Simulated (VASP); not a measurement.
LiH, 2 atoms in the cell. It takes space group Fm-3m (No. 225, cubic). The conventional cell has a = 4.100 Å, b = 4.100 Å, c = 4.100 Å, α = 90.00°, β = 90.00°, γ = 90.00°. Within 2.7 Å of Li (site symmetry m-3m) lie 6 H at 2.05 Å. Within 2.7 Å of H (site symmetry m-3m) lie 6 Li at 2.05 Å. 

| Property | Result |
| --- | --- |
| Program | VASP 6.6.1 |
| Task | single point |
| Functional | LDA |
| Potentials or basis | VASP PAW LDA potentials, release 64 (Li_sv, H) |
| Cutoff | 520 eV |
| k mesh | 11 × 11 × 11 |
| Occupations | fermi-dirac, width 0.05 eV |
| Spin | no spin polarisation |
| Dipole correction | no |
| Further INCAR settings | ALGO = Normal; EDIFF = 1e-07; NBANDS = 9 |

Potentials or basis: VASP PAW LDA potentials, release 64 (Li_sv, H).

The run is started by

```bash
$ cat potpaw_LDA.64/Li_sv/POTCAR potpaw_LDA.64/H/POTCAR > POTCAR
$ mpirun -np 1 vasp_std > vasp.out
```

Hardware: 1 thread of Intel Xeon 8259CL, on a shared host.

Question: How long does it take, and how much memory?

Answer: It took 8.4 s on 1 thread of Intel Xeon 8259CL, with other jobs on the host, peak memory 0.12 GiB. Counts: scf iterations 11, k points 56.
